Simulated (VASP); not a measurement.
# CoW2 (P6_3/mmc) in VASP: single point with PBE

Aim: the single point of CoW2 with PBE.

All numbers are computed with VASP 6.6.1; they aren't measurements. Logs are shortened: lines on timing, memory, paths and dates and some standing lists are left out, and cuts for length are marked.

## (1) The cell of the first run

It takes space group P6_3/mmc (No. 194, hexagonal). Conventional cell: a = 2.760 Å, b = 2.760 Å, c = 13.226 Å, α = 90.00°, β = 90.00°, γ = 120.00°. Co (site symmetry -6m2) has 6 W at 2.62 Å and 6 Co at 2.76 Å within 3.5 Å. Within 3.5 Å of W (site symmetry 3m) lie 3 Co at 2.62 Å and 9 W at 2.76 to 2.93 Å.

## (2) Single point, PBE, collinear spin, ferromagnetic start

The input, INCAR:

```
  ALGO = Normal
  EDIFF = 1E-6
  ENCUT = 690
  GGA = PE
  GGA_COMPAT = F
  ISIF = 2
  ISMEAR = 0
  ISPIN = 2
  LASPH = T
  LCHARG = F
  LMAXMIX = 4
  LORBIT = 11
  LREAL = F
  LWAVE = F
  MAGMOM = 3 3 0 0 0 0
  NBANDS = 58
  NELM = 200
  PREC = Accurate
  SIGMA = 0.1
```

The input, KPOINTS:

```
k-points
0
Gamma
  6 6 2
```

The input, POSCAR:

```
CoW2
1.0
    2.7602561772     -0.0000000029      0.0000000000
   -1.3801280861      2.3904519719      0.0000000000
    0.0000000000      0.0000000000     13.2261163090
Co W
2 4
Direct
    0.3333333333      0.6666666667      0.2500000000
    0.6666666667      0.3333333333      0.7500000000
    0.3333333333      0.6666666667      0.9071782817
    0.3333333333      0.6666666667      0.5928217183
    0.6666666667      0.3333333333      0.0928217183
    0.6666666667      0.3333333333      0.4071782817
```

Potentials or basis: VASP PAW PBE potentials, release 64 (Co_sv, W_sv).

On the command line:

```sh
cat potpaw_PBE.64/Co_sv/POTCAR potpaw_PBE.64/W_sv/POTCAR > POTCAR
mpirun -np 1 vasp_std > vasp.out
```

OUTCAR:

```text
EDIFF = 1E-6
   ENCUT = 690
   GGA = PE
   ISIF = 2
   ISMEAR = 0
   ISPIN = 2
   LASPH = T
   LORBIT = 11
   LREAL = F
   NELM = 200
   PREC = Accurate

 ion  position               nearest neighbor table
   1  0.333  0.667  0.250-   5 2.62   6 2.62   5 2.62   6 2.62   5 2.62   6 2.62
   2  0.667  0.333  0.750-   3 2.62   4 2.62   3 2.62   4 2.62   3 2.62   4 2.62
   3  0.333  0.667  0.907-   2 2.62   2 2.62   2 2.62   5 2.93   5 2.93   5 2.93
   4  0.333  0.667  0.593-   2 2.62   2 2.62   2 2.62   6 2.93   6 2.93   6 2.93
   5  0.667  0.333  0.093-   1 2.62   1 2.62   1 2.62   3 2.93   3 2.93   3 2.93
   6  0.667  0.333  0.407-   1 2.62   1 2.62   1 2.62   4 2.93   4 2.93   4 2.93

  LATTYP: Found a hexagonal cell.
 ALAT       =     2.7602561772
 C/A-ratio  =     4.7916263781

  Lattice vectors:

 A1 = (   2.7602561772,  -0.0000000029,   0.0000000000)
 A2 = (  -1.3801280861,   2.3904519719,   0.0000000000)
 A3 = (   0.0000000000,   0.0000000000,  13.2261163090)

Analysis of symmetry for initial positions (statically):
=====================================================================
 Subroutine PRICEL returns:
 Original cell was already a primitive cell.

 Routine SETGRP: Setting up the symmetry group for a
 hexagonal supercell.

 Subroutine GETGRP returns: Found 24 space group operations
 (whereof 12 operations were pure point group operations)
 out of a pool of 24 trial point group operations.

The static configuration has the point symmetry D_3d.
 The point group associated with its full space group is D_6h.

Analysis of symmetry for dynamics (positions and initial velocities):
=====================================================================
 Subroutine PRICEL returns:
 Original cell was already a primitive cell.

 Routine SETGRP: Setting up the symmetry group for a
 hexagonal supercell.

 Subroutine GETGRP returns: Found 24 space group operations
 (whereof 12 operations were pure point group operations)
 out of a pool of 24 trial point group operations.

The dynamic configuration has the point symmetry D_3d.
 The point group associated with its full space group is D_6h.

Analysis of structural, dynamic, and magnetic symmetry:
=====================================================================
 Subroutine PRICEL returns:
 Original cell was already a primitive cell.

 Routine SETGRP: Setting up the symmetry group for a
 hexagonal supercell.

 Subroutine GETGRP returns: Found 24 space group operations
 (whereof 12 operations were pure point group operations)
[... 134 lines left out ...]
  volume of cell :       87.27
 maximum number of plane-waves:      3616
 NGX is ok and might be reduce to    24
   NGX = 11   NGY = 11   NGZ = 57

 number of electron      90.0000003 magnetization       0.3010371

 Free energy of the ion-electron system (eV)
  ---------------------------------------------------
  ext. energy  EPLUGINS =         0.00000000
  ---------------------------------------------------
  free energy    TOTEN  =       -64.14610509 eV

  energy without entropy =      -64.11746675  energy(sigma->0) =      -64.13178592

 E-fermi :  10.8811     XC(G=0): -13.5372

 val. band max:       10.8670572341   @ k =   0.3333   0.3333   0.5000
 cond. band min:      10.8839768463   @ k =   0.3333   0.1667   0.0000
 fundamental gap:      0.0169196121
 Fermi energy:        10.8811373575

 spin component 1

 k-point     1 :       0.0000    0.0000    0.0000
  band No.  band energies     occupation
      1     -84.0377      1.00000
      2     -84.0377      1.00000
      3     -62.8939      1.00000
      4     -62.8936      1.00000
      5     -62.8558      1.00000
      6     -62.8555      1.00000
[... 829 lines left out ...]
     56      17.1027      0.00000
     57      17.8518      0.00000
 Fermi energy:        10.8811373575

 spin component 2

 k-point     1 :       0.0000    0.0000    0.0000
  band No.  band energies     occupation
      1     -83.7944      1.00000
      2     -83.7944      1.00000
      3     -62.9012      1.00000
      4     -62.9009      1.00000
      5     -62.8631      1.00000
      6     -62.8628      1.00000
[... 829 lines left out ...]
     56      17.1098      0.00000
     57      17.8853      0.00000
 [bands above 57 left out]

------------------------ aborting loop because EDIFF is reached ----------------------------------------

  FORCE on cell =-STRESS in cart. coord.  units (eV):
  Direction    XX          YY          ZZ          XY          YZ          ZX
  --------------------------------------------------------------------------------------
  -------------------------------------------------------------------------------------
  Total        0.2375317      0.2375317      0.0141550     -0.0000000      0.0000000     -0.0000000
  in kB        4.3608418      4.3608418      0.2598719     -0.0000000      0.0000000     -0.0000000
  external PRESSURE =       2.9938518 kB  Pullay stress =       0.0000000 kB

 VOLUME and BASIS-vectors are now :
 -----------------------------------------------------------------------------
  energy-cutoff  :      690.00
  volume of cell :       87.27
      direct lattice vectors                 reciprocal lattice vectors
     2.760256177 -0.000000003  0.000000000     0.362285214  0.209165465  0.000000000
    -1.380128086  2.390451972  0.000000000     0.000000000  0.418330932  0.000000000
     0.000000000  0.000000000 13.226116309     0.000000000  0.000000000  0.075607985

 POSITION                                       TOTAL-FORCE (eV/Angst)
 -----------------------------------------------------------------------------------
      0.00000      1.59363      3.30653        -0.000000     -0.000000     -0.000000
      1.38013      0.79682      9.91959         0.000000      0.000000     -0.000000
      0.00000      1.59363     11.99845        -0.000000     -0.000000     -0.011717
      0.00000      1.59363      7.84073        -0.000000     -0.000000      0.011717
      1.38013      0.79682      1.22767         0.000000     -0.000000      0.011717
      1.38013      0.79682      5.38539         0.000000      0.000000     -0.011717
 -----------------------------------------------------------------------------------
    total drift:                                0.000000     -0.000000      0.000000

  FREE ENERGIE OF THE ION-ELECTRON SYSTEM (eV)
  ---------------------------------------------------
  free  energy   TOTEN  =       -64.1461050880 eV

  energy  without entropy=      -64.1174667527  energy(sigma->0) =      -64.13178592

 total charge

# of ion       s       p       d       tot
------------------------------------------
    1        2.231   6.111   6.734  15.076
    2        2.231   6.111   6.734  15.076
    3        2.422   6.322   3.338  12.083
    4        2.422   6.322   3.338  12.083
    5        2.422   6.322   3.338  12.083
    6        2.422   6.322   3.338  12.083
--------------------------------------------------
tot         14.150  37.511  26.821  78.482

 magnetization (x)

# of ion       s       p       d       tot
------------------------------------------
    1       -0.000  -0.001   0.203   0.201
    2       -0.000  -0.001   0.203   0.201
    3       -0.001  -0.002  -0.015  -0.017
    4       -0.001  -0.002  -0.015  -0.017
    5       -0.001  -0.002  -0.015  -0.017
    6       -0.001  -0.002  -0.015  -0.017
--------------------------------------------------
tot         -0.003  -0.008   0.346   0.334
```

stdout:

```text
POSCAR found type information on POSCAR CoW
 POSCAR found :  2 types and       6 ions
 scaLAPACK will be used
 LDA part: xc-table for (Slater+PW92), standard interpolation
 POSCAR, INCAR and KPOINTS ok, starting setup
 FFT: planning ... GRIDC
 FFT: planning ... GRID_SOFT
 FFT: planning ... GRID
 WAVECAR not read
 entering main loop
```

It took 8.1 min on 1 thread of Intel Xeon Platinum 8488C (Sapphire Rapids), shared host; peak memory 0.38 GiB.

Results:

| Item | Value |
| --- | --- |
| Free energy | -64.1461 eV |
| Pressure | 0.3 GPa |
| Largest force | 0.012 eV/Å |
| Net moment | 0.30 μB per cell |
| Site moments | Co +0.20; W -0.02 μB |
| Valence electrons inside the program's atomic spheres | Co 15.08; W 12.08 |

Forces in eV/Å, atoms in the order of the input:
```
Co   0.000  0.000  0.000
Co   0.000  0.000  0.000
W    0.000  0.000 -0.012
W    0.000  0.000  0.012
W    0.000  0.000  0.012
W    0.000  0.000 -0.012
```

Caveat: the k points lie up to 0.44 Å⁻¹ apart; spin-orbit coupling is left out, which moves the levels of the heavy elements.
